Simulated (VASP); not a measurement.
Here is a VASP 6.6.1 calculation.

Contents of POSCAR:

```
TiO2
1.0
    4.6540245615      0.0000000000      0.0000000000
    0.0000000000      4.6540245615      0.0000000000
    0.0000000000      0.0000000000      2.9679857456
Ti O
2 4
Direct
    0.0000000000      0.0000000000      0.0000000000
    0.5000000000      0.5000000000      0.5000000000
    0.3058030535      0.3058030535      0.0000000000
    0.1941969465      0.8058030535      0.5000000000
    0.6941969465      0.6941969465      0.0000000000
    0.8058030535      0.1941969465      0.5000000000
```

The input INCAR.step1:

```
SYSTEM = TiO2
PREC     = Accurate       ! precision mode
ENCUT    = 520            ! plane-wave cutoff, eV
ISMEAR   = 0              ! smearing method
SIGMA    = 0.02           ! smearing width, eV
LREAL    = .FALSE.        ! projectors in reciprocal space
LASPH    = .TRUE.         ! aspherical terms in the spheres
NELM     = 80             ! most SCF steps
NBANDS   = 33             ! bands
GGA      = PE             ! functional
ALGO     = Normal         ! electronic algorithm
EDIFF    = 1E-4           ! SCF threshold, eV
LWAVE    = .TRUE.         ! write WAVECAR
LCHARG   = .FALSE.        ! write CHGCAR
```

The input INCAR.step2:

```
SYSTEM = TiO2
PREC     = Accurate       ! precision mode
ENCUT    = 520            ! plane-wave cutoff, eV
EDIFF    = 1E-6           ! SCF threshold, eV
ISMEAR   = 0              ! smearing method
SIGMA    = 0.02           ! smearing width, eV
LREAL    = .FALSE.        ! projectors in reciprocal space
LASPH    = .TRUE.         ! aspherical terms in the spheres
NELM     = 80             ! most SCF steps
ALGO     = Normal         ! electronic algorithm
ISIF     = 2              ! what is computed and relaxed
LWAVE    = .FALSE.        ! write WAVECAR
LCHARG   = .FALSE.        ! write CHGCAR
METAGGA  = R2SCAN         ! meta-GGA
LMIXTAU  = .TRUE.       
NBANDS   = 33             ! bands
ISTART   = 1
```

The input KPOINTS:

```
Automatic mesh
0
G
  6 6 10
  0 0 0
```

Potentials or basis: VASP PAW PBE potentials, release 64 (Ti_sv, O).

Run with:

```console
$ cat potpaw_PBE.64/Ti_sv/POTCAR potpaw_PBE.64/O/POTCAR > POTCAR
$ cp INCAR.step1 INCAR
$ mpirun -np 1 vasp_std > vasp.out
$ cp INCAR.step2 INCAR
$ mpirun -np 1 vasp_std > vasp.out
```

**Question.** What does it give for the band gap on the k mesh?

**Answer.** 2.21 eV, direct.

**Question.** Estimate the largest force.

**Answer.** 0.036 eV/Å.

**Question.** What does it give for the pressure?

**Answer.** -5.1 GPa.

Stress tensor (GPa, compression positive):
```
-5.39  0.00  0.00
 0.00 -5.39  0.00
 0.00  0.00 -4.57
```

Caveat: the PAW data sets were made with another functional, which shifts forces and pressure a little. A k mesh can miss the band edges.
